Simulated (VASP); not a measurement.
# Y (Fm-3m) in VASP: settings compared

Y is run at these levels: PBE, PBE+D3(BJ), PBE+D4; tasks: relaxation of cell and atoms, single point.

Program: VASP 6.6.1. These are calculated values, not measurements. Logs are shortened: lines on timing, memory, paths and dates and some standing lists are left out, and cuts for length are marked.

## Step 1: The cell of the first run

The structure is cubic, space group Fm-3m (No. 225). Conventional cell: a = 5.104 Å, b = 5.104 Å, c = 5.104 Å, α = 90.00°, β = 90.00°, γ = 90.00°. Y (site symmetry m-3m) has 12 Y at 3.61 Å within 4.7 Å.

## Step 2: Relaxation of cell and atoms, PBE

File INCAR:

```
SYSTEM = Y
ALGO = Normal
EDIFF = 1E-6
EDIFFG = -0.01
ENCUT = 600
GGA = PE
IBRION = 2
ISIF = 3
ISMEAR = -1
LASPH = .TRUE.
LCHARG = .FALSE.
LREAL = .FALSE.
LWAVE = .FALSE.
NELM = 100
NSW = 60
PREC = Accurate
SIGMA = 0.05
```

File KPOINTS:

```
k-points
0
G
  9 9 9
  0 0 0
```

File POSCAR:

```
Y
1.0
    0.0000000000      2.5519910612      2.5519910612
    2.5519910612      0.0000000000      2.5519910612
    2.5519910612      2.5519910612      0.0000000000
Y
1
Direct
    0.0000000000      0.0000000000      0.0000000000
```

Potentials or basis: VASP PAW PBE potentials, release 64 (Y_sv).

Launch:

```sh
$ cat potpaw_PBE.64/Y_sv/POTCAR > POTCAR
$ mpirun -np 1 vasp_std > vasp.out
```

OUTCAR:

```text
SYSTEM = Y
   EDIFF = 1E-6
   EDIFFG = -0.01
   ENCUT = 600
   GGA = PE
   IBRION = 2
   ISIF = 3
   ISMEAR = -1
   LASPH = .TRUE.
   LREAL = .FALSE.
   NELM = 100
   NSW = 60
   PREC = Accurate

 ion  position               nearest neighbor table
   1  0.000  0.000  0.000-

  LATTYP: Found a face centered cubic cell.
 ALAT       =     5.1039821224

  Lattice vectors:

 A1 = (   0.0000000000,   2.5519910612,   2.5519910612)
 A2 = (   2.5519910612,   0.0000000000,   2.5519910612)
 A3 = (   2.5519910612,   2.5519910612,   0.0000000000)

Analysis of symmetry for initial positions (statically):
=====================================================================
 Subroutine PRICEL returns:
 Original cell was already a primitive cell.

 Routine SETGRP: Setting up the symmetry group for a
 face centered cubic supercell.

 Subroutine GETGRP returns: Found 48 space group operations
 (whereof 48 operations were pure point group operations)
 out of a pool of 48 trial point group operations.

The static configuration has the point symmetry O_h .

Analysis of symmetry for dynamics (positions and initial velocities):
=====================================================================
 Subroutine PRICEL returns:
 Original cell was already a primitive cell.

 Routine SETGRP: Setting up the symmetry group for a
 face centered cubic supercell.

 Subroutine GETGRP returns: Found 48 space group operations
 (whereof 48 operations were pure point group operations)
 out of a pool of 48 trial point group operations.

The dynamic configuration has the point symmetry O_h .

 Subroutine INISYM returns: Found 48 space group operations
 (whereof 48 operations are pure point group operations),
 and found     1 'primitive' translations

----------------------------------------------------------------------------------------

                                     Primitive cell

  volume of cell :      33.2405

  direct lattice vectors                    reciprocal lattice vectors
     0.000000000  2.551991061  2.551991061    -0.195925451  0.195925451  0.195925451
     2.551991061  0.000000000  2.551991061     0.195925451 -0.195925451  0.195925451
     2.551991061  2.551991061  0.000000000     0.195925451  0.195925451 -0.195925451

  length of vectors
     3.609060370  3.609060370  3.609060370     0.339352836  0.339352836  0.339352836

  position of ions in fractional coordinates (direct lattice)
     0.000000000  0.000000000  0.000000000

  ion indices of the primitive-cell ions
   primitive index   ion index
                 1           1

----------------------------------------------------------------------------------------

 KPOINTS: k-points

Automatic generation of k-mesh.
 Grid dimensions read from file:
 generate k-points for:    9    9    9

 Generating k-lattice:

  Cartesian coordinates                     Fractional coordinates (reciprocal lattice)
    -0.021769495  0.021769495  0.021769495     0.111111111  0.000000000  0.000000000
     0.021769495 -0.021769495  0.021769495     0.000000000  0.111111111  0.000000000
     0.021769495  0.021769495 -0.021769495     0.000000000  0.000000000  0.111111111

  Length of vectors
     0.037705871  0.037705871  0.037705871

  Shift w.r.t. Gamma in fractional coordinates (k-lattice)
     0.000000000  0.000000000  0.000000000

 Subroutine IBZKPT returns following result:
 ===========================================

 Found     35 irreducible k-points:

 Following reciprocal coordinates:
            Coordinates               Weight
  0.000000  0.000000  0.000000      1.000000
  0.111111  0.000000  0.000000      8.000000
  0.222222  0.000000  0.000000      8.000000
  0.333333  0.000000  0.000000      8.000000
  0.444444  0.000000  0.000000      8.000000
  0.111111  0.111111  0.000000      6.000000
[... 16 lines left out ...]
 -0.333333  0.333333  0.000000     12.000000
  0.444444  0.444444  0.000000      6.000000
 [... further k-points ...]
   k-points           NKPTS =     35   k-points in BZ     NKDIM =     35   number of bands    NBANDS=      9
   number of dos      NEDOS =    301   number of ions     NIONS =      1
   total plane-waves  NPLWV =  27000
   dimension x,y,z NGX =    30 NGY =   30 NGZ =   30
   dimension x,y,z NGXF=    60 NGYF=   60 NGZF=   60
   ions per type =               1
   NGX,Y,Z   is equivalent  to a cutoff of  13.82, 13.82, 13.82 a.u.
   NGXF,Y,Z  is equivalent  to a cutoff of  27.64, 27.64, 27.64 a.u.
 SYSTEM =  Y
   PREC   = accura    normal or accurate (medium, high low for compatibility)
   ISTART =      0    job   : 0-new  1-cont  2-samecut
   ICHARG =      2    charge: 1-file 2-atom 10-const
   ISPIN  =      1    spin polarized calculation?
   LNONCOLLINEAR =      F non collinear calculations
   LSORBIT =      F    spin-orbit coupling
   LASPH  =      T    aspherical Exc in radial PAW
   ENCUT  =  600.0 eV  44.10 Ry    6.64 a.u.   7.21  7.21  7.21*2*pi/ulx,y,z
   NELM   =    100;   NELMIN=  2; NELMDL= -5     # of ELM steps
   EDIFF  = 0.1E-05   stopping-criterion for ELM
   LREAL  =      F    real-space projection
   EDIFFG = -.1E-01   stopping-criterion for IOM
   NSW    =     60    number of steps for IOM
   IBRION =      2    ionic relax: 0-MD 1-quasi-New 2-CG
   NFREE  =      1    steps in history (QN), initial steepest desc. (CG)
   ISIF   =      3    stress and relaxation
   ISYM   =      2    0-nonsym 1-usesym 2-fastsym
   POTIM  = 0.5000    time-step for ionic-motion
   TEBEG  =    0.0;   TEEND  =   0.0 temperature during run
   PSTRESS=    0.0 pullay stress
   NELECT =      11.0000    total number of electrons
   NUPDOWN=      -1.0000    fix difference up-down
   EMIN   =  10.00;   EMAX   =-10.00  energy-range for DOS
   EFERMI =   0.00;   METHOD = LEGACY
   ISMEAR =    -1;   SIGMA  =   0.05  broadening in eV -4-tet -1-fermi 0-gaus
   EFERMI_NEDOS =   21; number of points for ismear=-14 and -15
   IALGO  =     38    algorithm
   IMIX   =      4    mixing-type and parameters
     AMIX     =   0.40;   BMIX     =  1.00
     AMIX_MAG =   1.60;   BMIX_MAG =  1.00
  volume/ion in A,a.u.               =      33.24       224.32
  Fermi-wavevector in a.u.,A,eV,Ry     =   1.132357  2.139844 17.445821  1.282232
  Thomas-Fermi vector in A             =   2.269058
   LORBIT       =      0    0 simple, 1 ext, 2 COOP (PROOUT), +10 PAW based schemes
   GGA     = PE    functional components
   LHFCALC =     F    Hartree Fock is set to
   AEXX    =    0.0000 exact exchange contribution
   IVDW    =     0    specifies the selected vdW correction
   LEPSILON=     F    determine dielectric tensor
   LRPA    =     F    only Hartree local field effects (RPA)
 conjugate gradient relaxation of ions
 non-spin polarized calculation
  energy-cutoff  :      600.00
  volume of cell :       33.24
 maximum number of plane-waves:      1125
 NGX is ok and might be reduce to    30
   NGX = 15   NGY = 15   NGZ = 15

--------------------------------------- Ionic step        1  -------------------------------------------

 number of electron      11.0000000 magnetization

 Free energy of the ion-electron system (eV)
  ---------------------------------------------------
  ext. energy  EPLUGINS =         0.00000000
  ---------------------------------------------------
  free energy    TOTEN  =        -6.41172020 eV

  energy without entropy =       -6.39774206  energy(sigma->0) =       -6.40473113

------------------------ aborting loop because EDIFF is reached ----------------------------------------

  FORCE on cell =-STRESS in cart. coord.  units (eV):
  Direction    XX          YY          ZZ          XY          YZ          ZX
  --------------------------------------------------------------------------------------
  -------------------------------------------------------------------------------------
  Total       -0.2032419     -0.2032419     -0.2032419     -0.0000000      0.0000000     -0.0000000
  in kB       -9.7961710     -9.7961710     -9.7961710     -0.0000000      0.0000000     -0.0000000
  external PRESSURE =      -9.7961710 kB  Pullay stress =       0.0000000 kB
[... 55 lines left out ...]
  energy  without entropy=       -6.4001226792  energy(sigma->0) =       -6.40707279

--------------------------------------- Ionic step        3  -------------------------------------------

 number of electron      11.0000001 magnetization

 Free energy of the ion-electron system (eV)
  ---------------------------------------------------
  ext. energy  EPLUGINS =         0.00000000
  ---------------------------------------------------
  free energy    TOTEN  =        -6.41410532 eV

  energy without entropy =       -6.40018450  energy(sigma->0) =       -6.40714491

 E-fermi :   3.1442     XC(G=0):  -9.4729

 val. band max:        3.1237991325   @ k =   0.3333   0.2222   0.0000
 cond. band min:       3.1636978833   @ k =  -0.3333   0.4444   0.2222
 fundamental gap:      0.0398987508
 Fermi energy:         3.1442156405

 k-point     1 :       0.0000    0.0000    0.0000
  band No.  band energies     occupation
      1     -39.5652      2.00000
      2     -19.2597      2.00000
      3     -19.2597      2.00000
      4     -19.2597      2.00000
      5      -1.6512      2.00000
      6       4.9019      0.00000
      7       4.9019      0.00000
      8       4.9019      0.00000
      9       6.9156      0.00000
[... 265 lines left out ...]
 k-point    24 :       0.4444    0.4444    0.0000
  band No.  band energies     occupation
      1     -39.4804      2.00000
      2     -19.7802      2.00000
      3     -19.4575      2.00000
      4     -19.4575      2.00000
      5       1.3547      2.00000
      6       2.2918      2.00000
      7       5.0159      0.00000
      8       8.3342      0.00000
      9       8.3937      0.00000

 [... further k-points ...]
[... 5 lines left out ...]
  --------------------------------------------------------------------------------------
  -------------------------------------------------------------------------------------
  Total       -0.0070565     -0.0070565     -0.0070565      0.0000000     -0.0000000      0.0000000
  in kB       -0.3485416     -0.3485416     -0.3485416      0.0000000     -0.0000000      0.0000000
  external PRESSURE =      -0.3485416 kB  Pullay stress =       0.0000000 kB
[... 16 lines left out ...]
  FREE ENERGIE OF THE ION-ELECTRON SYSTEM (eV)
  ---------------------------------------------------
  free  energy   TOTEN  =        -6.4141053224 eV

  energy  without entropy=       -6.4001845002  energy(sigma->0) =       -6.40714491

 reached required accuracy - stopping structural energy minimisation
```

Run time: 29 s. Hardware: 1 thread of Intel Xeon Platinum 8375C at 2.90GHz (Ice Lake), shared host; peak memory 0.19 GiB.

What came out:

| Property | Result |
| --- | --- |
| Free energy | -6.4141 eV |
| Relaxed volume | 32.44 Å³/atom |
| Relaxed cell | a = 3.580 Å, b = 3.580 Å, c = 3.580 Å, α = 60.00°, β = 60.00°, γ = 60.00° |
| Space group after relaxing (to 0.05 Å) | Fm-3m (No. 225) |
| Energy gained by relaxing | 2.4 meV/atom |
| Ionic steps | 3 |
| Pressure after relaxing | 0.0 GPa |

The path:
| step | energy change (eV) | largest force (eV/Å) | pressure (GPa) | volume (Å³) |
| --- | --- | --- | --- | --- |
| 1 | 0.0000 | 0.0000 | -0.98 | 33.24 |
| 2 | -0.0023 | 0.0000 | 0.19 | 32.27 |
| 3 | -0.0024 | 0.0000 | -0.03 | 32.44 |

Final structure:
```
Y
1.0
     0.00000    2.53127    2.53127
     2.53127    0.00000    2.53127
     2.53127    2.53127    0.00000
Y
1
Direct
  0.00000 0.00000 0.00000
```

## Step 3: Relaxation of cell and atoms, PBE+D3(BJ)

File INCAR:

```
ALGO = Fast
EDIFF = 1E-6
EDIFFG = -0.01
ENCUT = 600
GGA = PE
IBRION = 2
ISIF = 3
ISMEAR = -1
IVDW = 12
LASPH = True
LCHARG = False
LREAL = False
LWAVE = False
NELM = 60
NSW = 60
PREC = Accurate
SIGMA = 0.05
```

File KPOINTS:

```
k-points
0
Gamma
  9 9 9
```

POSCAR is that of step 2.

Potentials or basis: VASP PAW PBE potentials, release 64 (Y_sv).

Launch:

```sh
$ cat potpaw_PBE.64/Y_sv/POTCAR > POTCAR
$ mpirun -np 1 vasp_std > vasp.out
```

Wall time 65 s (1 thread of Intel Xeon Platinum 8375C at 2.90GHz (Ice Lake), shared host); peak memory 0.2 GiB.

Results (log left out):

```
Free energy                            : -6.7616 eV
Relaxed volume                         : 31.02 Å³/atom
Relaxed cell                           : a = 3.527 Å, b = 3.527 Å, c = 3.527 Å, α = 60.00°, β = 60.00°, γ = 60.00°
Space group after relaxing (to 0.05 Å) : Fm-3m (No. 225)
Energy gained by relaxing              : 19.0 meV/atom
Ionic steps                            : 6
Pressure after relaxing                : 0.0 GPa
Dispersion energy per atom             : -0.355 eV
```

Step by step:
```tsv
step	energy change (eV)	largest force (eV/Å)	pressure (GPa)	volume (Å³)
1	0.0000	0.0000	-2.56	33.24
2	-0.0188	0.0000	0.29	30.75
3	-0.0190	0.0000	0.07	30.97
4	-0.0190	0.0000	-0.07	31.02
5	-0.0190	0.0000	-0.08	31.02
6	-0.0190	0.0000	-0.04	31.02
```

Final structure:
```
Y
1.0
     0.00000    2.49373    2.49373
     2.49373    0.00000    2.49373
     2.49373    2.49373    0.00000
Y
1
Direct
  0.00000 0.00000 0.00000
```

Levels at points of the mesh, in eV from the Fermi level:
| k point | band 1 | band 2 | band 3 | band 4 | band 5 | band 6 | band 7 | band 8 | band 9 |
| --- | --- | --- | --- | --- | --- | --- | --- | --- | --- |
| (0.00, 0.00, 0.00) | -42.60 | -22.26 | -22.26 | -22.26 | -4.86 | 1.80 | 1.80 | 1.80 | 3.93 |

Caveat: pairwise dispersion overbinds metals, which lowers pressure and volume.

(Continued in part 2 of 2.)
